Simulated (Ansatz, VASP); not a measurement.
**One calculation of BiTe, two programs**

INCAR

```
  ALGO = Normal
  EDIFF = 1E-6
  ENCUT = 520
  GGA = PE
  ISIF = 2
  ISMEAR = 0
  LASPH = True
  LCHARG = False
  LREAL = False
  LWAVE = False
  NBANDS = 18
  NELM = 80
  PREC = Accurate
  SIGMA = 0.15
```

The input KPOINTS:

```
k-points
0
Gamma
  14 14 14
```

POSCAR

```
BiTe
1.0
    0.0606562500      3.2350000000      3.2350000000
    3.2350000000      0.0606562500      3.2350000000
    3.2956562500      3.2956562500      0.0000000000
Bi Te
1 1
Direct
    0.0000000000      0.0000000000      0.0000000000
    0.5000000000      0.5000000000      0.5000000000
```

Input for Ansatz:

```yaml
crystal:
  lattice:
    - [0.06065625, 3.235, 3.235]
    - [3.235, 0.06065625, 3.235]
    - [3.29565625, 3.29565625, 0.0]
  atoms:
    - { symbol: Bi, position: [0.0, 0.0, 0.0] }
    - { symbol: Te, position: [0.5, 0.5, 0.5] }
basis:
  ecutwfc: 420
kpoints:
  mp_grid: { grid: [14, 14, 14] }
hamiltonian:
  xc: pbe
scf:
  occupations: { method: gaussian, width: 0.15 }
output:
  forces: true
  stress: true
  eigenvalues: true
  write_density: true
  write_potential: true
  elf: true
  volumetric_format: npy
```

Change from the starting cell: strain +0.0375 x Voigt [0, 0, 0, 0, 0, 1], atoms carried along.

Alike in both runs: task single point; functional PBE; k mesh 14 × 14 × 14; occupations gaussian, width 0.15 eV; no spin polarisation.

```csv
,VASP,Ansatz
version,VASP 6.6.1,Ansatz 0.2.0
potentials or method,"VASP PAW PBE potentials, release 64 (Bi_d, Te), cutoff 520 eV","scalar-relativistic, plane waves, PAW"
valence electrons in the cell,21,31
```

```csv
,VASP,Ansatz,Ansatz less VASP
gap on the k mesh at the Fermi level (eV),none,none,-
pressure (GPa),0.7,0.7,+0.08
```

A gap of «none» marks a metal or a gap that the smearing closes. With one functional, cell and mesh, what is left measures potentials, basis and numerics. VASP's potentials hold 21 valence electrons a cell and Ansatz's 31, so a difference there can come from the potentials and not from the codes.

Neither program's run includes spin-orbit coupling.
